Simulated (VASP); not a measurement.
# O (Fmmm) in VASP: further runs

Runs on O. Level: PBE. Tasks: single point.

Program: VASP 6.6.1. These are calculated values, not measurements. Logs are shortened: lines on timing, memory, paths and dates and some standing lists are left out, and cuts for length are marked.

## (1) The cell of the first run

It takes space group Fmmm (No. 69, orthorhombic). Conventional cell: a = 2.957 Å, b = 4.215 Å, c = 6.690 Å, α = 90.00°, β = 90.00°, γ = 90.00°. O (site symmetry mm2) has 1 O at 1.17 Å within 1.6 Å.

## (2) Single point, PBE

INCAR reads:

```
SYSTEM = O
PREC = Accurate
ENCUT = 520
EDIFF = 1E-7
ISMEAR = -1
SIGMA = 0.03
LREAL = .FALSE.
LASPH = .TRUE.
NELM = 80
ALGO = Normal
ISIF = 2
LWAVE = .FALSE.
LCHARG = .FALSE.
GGA = PE
NBANDS = 13
```

KPOINTS reads:

```
regular mesh
0
G
  12 12 12
  0 0 0
```

POSCAR reads:

```
O
1.0
    0.0000000000      2.1075500000      3.3448500000
    1.4783500000      0.0000000000      3.3448500000
    1.4783500000      2.1075500000      0.0000000000
O
2
Direct
    0.0871000000      0.0871000000      0.9129000000
    0.9129000000      0.9129000000      0.0871000000
```

Potentials or basis: VASP PAW PBE potentials, release 64 (O).

Started as:

```sh
cat potpaw_PBE.64/O/POTCAR > POTCAR
mpirun -np 1 vasp_std > vasp.out
```

OUTCAR:

```text
SYSTEM = O
   PREC = Accurate
   ENCUT = 520
   EDIFF = 1E-7
   ISMEAR = -1
   LREAL = .FALSE.
   LASPH = .TRUE.
   NELM = 80
   ISIF = 2
   GGA = PE

 ion  position               nearest neighbor table
   1  0.087  0.087  0.913-   2 1.17
   2  0.913  0.913  0.087-   1 1.17

  LATTYP: Found a face centered orthorhombic cell.
 ALAT       =     2.9567000000
 B/A-ratio  =     1.4256096324
 C/A-ratio  =     2.2625562282

  Lattice vectors:

 A1 = (   0.0000000000,   2.1075500000,   3.3448500000)
 A2 = (   1.4783500000,   0.0000000000,   3.3448500000)
 A3 = (   1.4783500000,   2.1075500000,   0.0000000000)

Analysis of symmetry for initial positions (statically):
=====================================================================
 Subroutine PRICEL returns:
 Original cell was already a primitive cell.

 Routine SETGRP: Setting up the symmetry group for a
 face centered orthorhombic supercell.

 Subroutine GETGRP returns: Found  8 space group operations
 (whereof  8 operations were pure point group operations)
 out of a pool of  8 trial point group operations.

The static configuration has the point symmetry D_2h.

Analysis of symmetry for dynamics (positions and initial velocities):
=====================================================================
 Subroutine PRICEL returns:
 Original cell was already a primitive cell.

 Routine SETGRP: Setting up the symmetry group for a
 face centered orthorhombic supercell.

 Subroutine GETGRP returns: Found  8 space group operations
 (whereof  8 operations were pure point group operations)
 out of a pool of  8 trial point group operations.

The dynamic configuration has the point symmetry D_2h.

 Subroutine INISYM returns: Found  8 space group operations
 (whereof  8 operations are pure point group operations),
 and found     1 'primitive' translations

----------------------------------------------------------------------------------------

                                     Primitive cell

  volume of cell :      20.8431

  direct lattice vectors                    reciprocal lattice vectors
     0.000000000  2.107550000  3.344850000    -0.338214902  0.237242296  0.149483534
     1.478350000  0.000000000  3.344850000     0.338214902 -0.237242296  0.149483534
     1.478350000  2.107550000  0.000000000     0.338214902  0.237242296 -0.149483534

  length of vectors
     3.953452735  3.656985131  2.574351515     0.439338769  0.439338769  0.439338769

  position of ions in fractional coordinates (direct lattice)
     0.087100000  0.087100000  0.912900000
     0.912900000  0.912900000  0.087100000

  ion indices of the primitive-cell ions
   primitive index   ion index
                 1           1
                 2           2

----------------------------------------------------------------------------------------

 KPOINTS: regular mesh

Automatic generation of k-mesh.
 Grid dimensions read from file:
 generate k-points for:   12   12   12

 Generating k-lattice:

  Cartesian coordinates                     Fractional coordinates (reciprocal lattice)
    -0.028184575  0.019770191  0.012456961     0.083333333  0.000000000  0.000000000
     0.028184575 -0.019770191  0.012456961     0.000000000  0.083333333  0.000000000
     0.028184575  0.019770191 -0.012456961    -0.000000000 -0.000000000  0.083333333

  Length of vectors
     0.036611564  0.036611564  0.036611564

  Shift w.r.t. Gamma in fractional coordinates (k-lattice)
     0.000000000  0.000000000  0.000000000

 Subroutine IBZKPT returns following result:
 ===========================================

 Found    280 irreducible k-points:

 Following reciprocal coordinates:
            Coordinates               Weight
  0.000000  0.000000  0.000000      1.000000
  0.083333 -0.000000 -0.000000      8.000000
  0.166667  0.000000  0.000000      8.000000
  0.250000  0.000000  0.000000      8.000000
  0.333333 -0.000000  0.000000      8.000000
  0.416667  0.000000  0.000000      8.000000
[... 16 lines left out ...]
  0.500000  0.166667  0.000000      8.000000
 -0.416667  0.166667  0.000000      8.000000
 [... further k-points ...]
   k-points           NKPTS =    280   k-points in BZ     NKDIM =    280   number of bands    NBANDS=     13
   number of dos      NEDOS =    301   number of ions     NIONS =      2
   total plane-waves  NPLWV =  16800
   dimension x,y,z NGX =    30 NGY =   28 NGZ =   20
   dimension x,y,z NGXF=    60 NGYF=   56 NGZF=   40
   ions per type =               2
   NGX,Y,Z   is equivalent  to a cutoff of  12.62, 12.73, 12.92 a.u.
   NGXF,Y,Z  is equivalent  to a cutoff of  25.23, 25.46, 25.83 a.u.
 SYSTEM =  O
   PREC   = accura    normal or accurate (medium, high low for compatibility)
   ISTART =      0    job   : 0-new  1-cont  2-samecut
   ICHARG =      2    charge: 1-file 2-atom 10-const
   ISPIN  =      1    spin polarized calculation?
   LNONCOLLINEAR =      F non collinear calculations
   LSORBIT =      F    spin-orbit coupling
   LASPH  =      T    aspherical Exc in radial PAW
   ENCUT  =  520.0 eV  38.22 Ry    6.18 a.u.   7.35  6.80  4.79*2*pi/ulx,y,z
   NELM   =     80;   NELMIN=  2; NELMDL= -5     # of ELM steps
   EDIFF  = 0.1E-06   stopping-criterion for ELM
   LREAL  =      F    real-space projection
   EDIFFG = 0.1E-05   stopping-criterion for IOM
   NSW    =      0    number of steps for IOM
   IBRION =     -1    ionic relax: 0-MD 1-quasi-New 2-CG
   NFREE  =      0    steps in history (QN), initial steepest desc. (CG)
   ISIF   =      2    stress and relaxation
   ISYM   =      2    0-nonsym 1-usesym 2-fastsym
   POTIM  = 0.5000    time-step for ionic-motion
   TEBEG  =    0.0;   TEEND  =   0.0 temperature during run
   PSTRESS=    0.0 pullay stress
   NELECT =      12.0000    total number of electrons
   NUPDOWN=      -1.0000    fix difference up-down
   EMIN   =  10.00;   EMAX   =-10.00  energy-range for DOS
   EFERMI =   0.00;   METHOD = LEGACY
   ISMEAR =    -1;   SIGMA  =   0.03  broadening in eV -4-tet -1-fermi 0-gaus
   EFERMI_NEDOS =   21; number of points for ismear=-14 and -15
   IALGO  =     38    algorithm
   IMIX   =      4    mixing-type and parameters
     AMIX     =   0.40;   BMIX     =  1.00
     AMIX_MAG =   1.60;   BMIX_MAG =  1.00
  volume/ion in A,a.u.               =      10.42        70.33
  Fermi-wavevector in a.u.,A,eV,Ry     =   1.361909  2.573634 25.236021  1.854795
  Thomas-Fermi vector in A             =   2.488444
   LORBIT       =      0    0 simple, 1 ext, 2 COOP (PROOUT), +10 PAW based schemes
   GGA     = PE    functional components
[... 5 lines left out ...]
 non-spin polarized calculation
  energy-cutoff  :      520.00
  volume of cell :       20.84
 maximum number of plane-waves:       582
 NGX is ok and might be reduce to    30
   NGX = 15   NGY = 13   NGZ =  9

 number of electron      12.0000001 magnetization

 Free energy of the ion-electron system (eV)
  ---------------------------------------------------
  ext. energy  EPLUGINS =         0.00000000
  ---------------------------------------------------
  free energy    TOTEN  =        -9.31388279 eV

  energy without entropy =       -9.30993975  energy(sigma->0) =       -9.31191127

 E-fermi :   1.4532     XC(G=0):  -9.9065

 val. band max:        1.4492678137   @ k =   0.4167   0.1667   0.1667
 cond. band min:       1.4724060556   @ k =  -0.1667  -0.0000   0.0833
 fundamental gap:      0.0231382420
 Fermi energy:         1.4532077356

 k-point     1 :       0.0000    0.0000    0.0000
  band No.  band energies     occupation
      1     -27.4026      2.00000
      2     -12.5525      2.00000
      3      -8.2020      2.00000
      4      -5.1773      2.00000
      5      -4.8599      2.00000
      6       2.0343      0.00000
      7       2.5974      0.00000
      8      10.8536      0.00000
      9      13.6199      0.00000
     10      16.9020      0.00000
     11      21.2628      0.00000
     12      22.2350      0.00000
     13      26.5837      0.00000

 k-point     2 :       0.0833   -0.0000   -0.0000
  band No.  band energies     occupation
      1     -27.3691      2.00000
      2     -12.5580      2.00000
      3      -8.1288      2.00000
      4      -5.2813      2.00000
      5      -4.9350      2.00000
      6       1.9362      0.00000
      7       2.5240      0.00000
      8      11.0834      0.00000
      9      13.6321      0.00000
     10      16.8420      0.00000
     11      21.5960      0.00000
     12      21.8555      0.00000
     13      25.8164      0.00000

 k-point     3 :       0.1667    0.0000    0.0000
  band No.  band energies     occupation
      1     -27.2767      2.00000
      2     -12.5658      2.00000
      3      -7.9521      2.00000
      4      -5.6364      2.00000
      5      -5.0320      2.00000
      6       1.5886      0.02166
      7       2.4215      0.00000
      8      11.6410      0.00000
      9      13.6811      0.00000
     10      16.8326      0.00000
     11      20.7036      0.00000
     12      22.3544      0.00000
     13      24.4797      0.00000

 k-point     4 :       0.2500    0.0000    0.0000
  band No.  band energies     occupation
      1     -27.1477      2.00000
      2     -12.5609      2.00000
      3      -7.7967      2.00000
      4      -6.0714      2.00000
      5      -5.1040      2.00000
      6       1.0616      2.00000
      7       2.3750      0.00000
      8      12.1342      0.00000
      9      13.9362      0.00000
     10      17.0769      0.00000
     11      19.3288      0.00000
     12      22.3268      0.00000
     13      24.1672      0.00000

 k-point     5 :       0.3333   -0.0000    0.0000
  band No.  band energies     occupation
      1     -27.0152      2.00000
      2     -12.5391      2.00000
      3      -7.8187      2.00000
      4      -6.3232      2.00000
      5      -5.1653      2.00000
      6       0.5505      2.00000
      7       2.3603      0.00000
      8      12.2484      0.00000
      9      14.5358      0.00000
     10      17.5022      0.00000
     11      18.2437      0.00000
     12      21.2775      0.00000
     13      25.0955      0.00000

 k-point     6 :       0.4167    0.0000    0.0000
  band No.  band energies     occupation
      1     -26.9159      2.00000
      2     -12.5128      2.00000
      3      -7.9768      2.00000
      4      -6.3633      2.00000
      5      -5.2095      2.00000
      6       0.1997      2.00000
      7       2.3579      0.00000
      8      12.1880      0.00000
      9      15.1476      0.00000
     10      17.2068      0.00000
     11      18.3508      0.00000
     12      20.3802      0.00000
     13      25.9745      0.00000

 k-point     7 :       0.5000    0.0000    0.0000
  band No.  band energies     occupation
      1     -26.8786      2.00000
      2     -12.5008      2.00000
      3      -8.0591      2.00000
      4      -6.3539      2.00000
      5      -5.2259      2.00000
      6       0.0773      2.00000
      7       2.3584      0.00000
      8      12.1516      0.00000
      9      15.4195      0.00000
     10      16.9204      0.00000
     11      18.6724      0.00000
     12      19.9693      0.00000
     13      26.3567      0.00000
[... 193 lines left out ...]
 k-point    20 :       0.2500    0.1667    0.0000
  band No.  band energies     occupation
      1     -27.3355      2.00000
      2     -13.1608      2.00000
      3      -7.2272      2.00000
      4      -5.3643      2.00000
      5      -4.9469      2.00000
      6       2.1254      0.00000
      7       2.5544      0.00000
      8      10.6232      0.00000
      9      13.0174      0.00000
     10      15.8972      0.00000
     11      21.0862      0.00000
     12      24.5998      0.00000
     13      26.8134      0.00000

 k-point    21 :       0.3333    0.1667    0.0000
  band No.  band energies     occupation
      1     -27.2396      2.00000
      2     -13.1945      2.00000
      3      -6.9941      2.00000
      4      -5.7296      2.00000
      5      -5.0564      2.00000
      6       1.7897      0.00003
      7       2.4854      0.00000
      8      10.9508      0.00000
      9      13.0868      0.00000
     10      16.2422      0.00000
     11      19.9054      0.00000
     12      24.8518      0.00000
     13      26.1579      0.00000

 k-point    22 :       0.4167    0.1667    0.0000
  band No.  band energies     occupation
      1     -27.1136      2.00000
      2     -13.1126      2.00000
      3      -7.0504      2.00000
      4      -6.0579      2.00000
      5      -5.1334      2.00000
      6       1.2434      1.99817
      7       2.4555      0.00000
      8      11.2547      0.00000
      9      13.6873      0.00000
     10      16.7585      0.00000
     11      18.5306      0.00000
     12      23.6536      0.00000
     13      26.6551      0.00000

 k-point    23 :       0.5000    0.1667    0.0000
  band No.  band energies     occupation
      1     -26.9898      2.00000
      2     -12.9358      2.00000
      3      -7.4802      2.00000
      4      -6.1135      2.00000
      5      -5.1869      2.00000
      6       0.6705      2.00000
      7       2.4257      0.00000
      8      11.5708      0.00000
      9      14.5901      0.00000
     10      17.1582      0.00000
     11      17.5111      0.00000
     12      22.3921      0.00000
     13      26.9604      0.00000

 k-point    24 :      -0.4167    0.1667    0.0000
  band No.  band energies     occupation
      1     -26.9026      2.00000
      2     -12.7087      2.00000
      3      -7.9197      2.00000
      4      -6.1312      2.00000
      5      -5.2130      2.00000
      6       0.2117      2.00000
      7       2.3888      0.00000
      8      12.0034      0.00000
      9      15.3538      0.00000
     10      16.3726      0.00000
     11      18.0749      0.00000
     12      21.3937      0.00000
     13      26.3976      0.00000

 [... further k-points ...]
[... 5 lines left out ...]
  --------------------------------------------------------------------------------------
  -------------------------------------------------------------------------------------
  Total       -0.1673955     -0.7950706      8.0553109     -0.0000000      0.0000000      0.0000000
  in kB      -12.8674498    -61.1159398    619.2002130     -0.0000000      0.0000000      0.0000000
  external PRESSURE =     181.7389412 kB  Pullay stress =       0.0000000 kB

 VOLUME and BASIS-vectors are now :
 -----------------------------------------------------------------------------
  energy-cutoff  :      520.00
  volume of cell :       20.84
      direct lattice vectors                 reciprocal lattice vectors
     0.000000000  2.107550000  3.344850000    -0.338214902  0.237242296  0.149483534
     1.478350000  0.000000000  3.344850000     0.338214902 -0.237242296  0.149483534
     1.478350000  2.107550000  0.000000000     0.338214902  0.237242296 -0.149483534

 POSITION                                       TOTAL-FORCE (eV/Angst)
 -----------------------------------------------------------------------------------
      1.47835      2.10755      0.58267         0.000000      0.000000      5.744799
      1.47835      2.10755      6.10703         0.000000      0.000000     -5.744799
 -----------------------------------------------------------------------------------
    total drift:                                0.000000      0.000000      0.000000

  FREE ENERGIE OF THE ION-ELECTRON SYSTEM (eV)
  ---------------------------------------------------
  free  energy   TOTEN  =        -9.3138827867 eV

  energy  without entropy=       -9.3099397543  energy(sigma->0) =       -9.31191127
```

Run time: 51 s. Hardware: 1 thread of AMD EPYC 9R45 (Zen 5), shared host; peak memory 0.15 GiB.

Results:

```
Free energy            : -9.3139 eV
Pressure               : 18.2 GPa
Largest force          : 5.745 eV/Å
Band gap on the k mesh : zero (band 6 reaches 2.58 eV, above the bottom of band 7 at 0.82 eV)
```

Forces in eV/Å, atoms in the order of the input:
```
O    0.000  0.000  5.745
O    0.000  0.000 -5.745
```

Caveat: the standard files for N, O and F lose accuracy on very short bonds; spin is off for a triplet molecule; forces of over 1 eV/Å act on the atoms, so gaps and moduli don't describe the material at rest.

(Part 1 of 3 ends here.)
